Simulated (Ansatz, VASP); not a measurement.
# Si in VASP and in Ansatz

```
CELL_PARAMETERS angstrom
2.19025 -3.79362 0.00000
-4.38049 0.00000 0.00000
0.00000 0.00000 -5.17084
ATOMIC_POSITIONS crystal
Si 0.00000 0.00000 0.50000
Si 0.00000 0.00000 0.00000
Si 0.33333 0.66667 0.25000
Si 0.33333 0.66667 0.75000
Si 0.66667 0.33333 0.25000
Si 0.66667 0.33333 0.75000
```

Alike in both runs: task relaxation of cell and atoms; functional r2SCAN; k mesh 12 × 12 × 8; occupations gaussian, width 0.1 eV; no spin polarisation.

|  | VASP | Ansatz |
| --- | --- | --- |
| version | VASP 6.6.1 | Ansatz 0.2.0 |
| potentials or method | VASP PAW PBE potentials, release 64 (Si), cutoff 600 eV | scalar-relativistic, plane waves, PAW |
| valence electrons in the cell | 24 | 24 |

```csv
,VASP,Ansatz,Ansatz less VASP
"gap on the k mesh at the Fermi level, each at its own relaxed structure (eV)",none,none,-
relaxed volume (Å³/atom),14.32,14.32,0.000
relaxed length of the cell vector where the two differ most in proportion (Å),4.380,4.380,0.0000
```

VASP's potentials were made for PBE, not for r2SCAN. A gap of «none» marks a metal or a gap that the smearing closes.

Noted on VASP's run: the relaxation stopped at its first step, so nothing moved; too few bands were computed for a metal, which touches its energy and stress.
